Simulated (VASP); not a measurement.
SiC: relaxation of cell and atoms with PBEsol

The system is SiC.

```
Si C
1.0
     0.00000    2.18986    2.18986
     2.18986    0.00000    2.18986
     2.18986    2.18986    0.00000
Si C
1 1
Direct
  0.25000 0.25000 0.25000
  0.00000 0.00000 0.00000
```

```
Program                : VASP 6.6.1
Task                   : relaxation of cell and atoms
Functional             : PBEsol
Potentials or basis    : VASP PAW PBE potentials, release 64 (Si, C)
Cutoff                 : 600 eV
k mesh                 : 10 × 10 × 10
Occupations            : fermi-dirac, width 0.02 eV
Spin                   : no spin polarisation
Dipole correction      : no
Further INCAR settings : ALGO = Normal; EDIFF = 1e-06; IBRION = 2; EDIFFG = -0.005; NSW = 80; ISIF = 3
```

```yaml
Relaxed_volume: 10.35 Å³/atom
Relaxed_cell: a = 3.082 Å, b = 3.082 Å, c = 3.082 Å, α = 60.00°, β = 60.00°, γ = 60.00°
Space_group_after_relaxing_to_0.05_Å: F-43m (No. 216)
Energy_gained_by_relaxing: 1.5 meV/atom
Ionic_steps: 3
Pressure_after_relaxing: 0.0 GPa
Band_gap_on_the_k_mesh: 1.23 eV, indirect (least direct gap 4.44 eV)
```

The path:
| step | energy change (eV) | largest force (eV/Å) | pressure (GPa) | volume (Å³) |
| --- | --- | --- | --- | --- |
| 1 | 0.0000 | 0.0000 | -3.17 | 21.00 |
| 2 | 0.0003 | 0.0000 | 3.51 | 20.38 |
| 3 | -0.0031 | 0.0000 | 0.00 | 20.69 |

Final structure:
```
Si C
1.0
     0.00000    2.17910    2.17910
     2.17910    0.00000    2.17910
     2.17910    2.17910    0.00000
Si C
1 1
Direct
  0.25000 0.25000 0.25000
  0.00000 0.00000 0.00000
```

Levels at points of the mesh, in eV from the valence-band top:
```tsv
k point	band 1	band 2	band 3	band 4	band 5	band 6	band 7	band 8
(0.00, 0.00, 0.00)	-15.42	0.00	0.00	0.00	6.19	7.24	7.24	7.24
(0.50, 0.00, 0.00)	-11.82	-8.60	-1.06	-1.06	5.37	7.14	7.14	9.91
(0.50, 0.50, 0.00)	-10.36	-7.83	-3.21	-3.21	1.23	4.20	13.95	13.95
```

Run time: 14 s on 1 thread of Intel Xeon 6975P-C, with other jobs on the host, peak memory 0.16 GiB.

Caveat: the PAW data sets were made with another functional, which shifts forces and pressure a little. A k mesh can miss the band edges.
